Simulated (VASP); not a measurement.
# B7C: single point with PBE

Crystal: B7C.

```
B C
1.0
     0.00000    2.86866    2.86866
     2.86866    0.00000    2.86866
     2.86866    2.86866    0.00000
B C
7 1
Cartesian
  0.0000 1.4343 1.4343
  2.8687 1.4343 1.4343
  1.4343 0.0000 1.4343
  1.4343 2.8687 1.4343
  1.4343 1.4343 0.0000
  1.4343 1.4343 2.8687
  2.8687 2.8687 2.8687
  0.0000 0.0000 0.0000
```

```json
{
 "Program": "VASP 6.6.1",
 "Task": "single point",
 "Functional": "PBE",
 "Potentials or basis": "VASP PAW PBE potentials, release 64 (B, C)",
 "Cutoff": "520 eV",
 "k mesh": "6 × 6 × 6",
 "Occupations": "gaussian, width 0.1 eV",
 "Spin": "collinear spin, ferromagnetic start",
 "Starting moments": "[0.0, 0.0, 0.0, 0.0, 0.0, 0.0, 0.0, 1.0] μB"
}
```

| Quantity | Value |
| --- | --- |
| Pressure | 0.0 GPa |
| Net moment | 0.00 μB per cell |
| Valence electrons inside the program's atomic spheres | B 1.75, 1.76; C 2.25 |

Levels at points of the mesh, in eV from the Fermi level:
Spin up:
```
           k point  band 9  band 10  band 11  band 12  band 13  band 14  band 15  band 16
(0.00, 0.00, 0.00)   -7.65    -5.78    -5.78    -5.78    -1.66    -0.39    -0.39     4.48
(0.50, 0.00, 0.00)   -3.19    -2.85    -1.81    -1.81    -1.55    -1.55     3.92     4.48
(0.50, 0.50, 0.00)   -3.10    -3.10    -1.47     0.07     0.37     0.41     1.05     1.05
```
Spin down:
```
           k point  band 8  band 9  band 10  band 11  band 12  band 13  band 14  band 15  band 16  band 17
(0.00, 0.00, 0.00)   -7.65   -7.65    -5.78    -5.78    -5.78    -1.66    -0.39    -0.39     4.48     4.48
(0.50, 0.00, 0.00)   -9.58   -3.19    -2.85    -1.81    -1.81    -1.55    -1.55     3.92     4.48     5.57
(0.50, 0.50, 0.00)   -3.89   -3.10    -3.10    -1.47     0.07     0.37     0.41     1.05     1.05     1.05
```

Run time: 54 s on 1 thread of AMD EPYC 7R43 64-Core Processor (Zen 3), with other jobs on the host, peak memory 0.15 GiB.
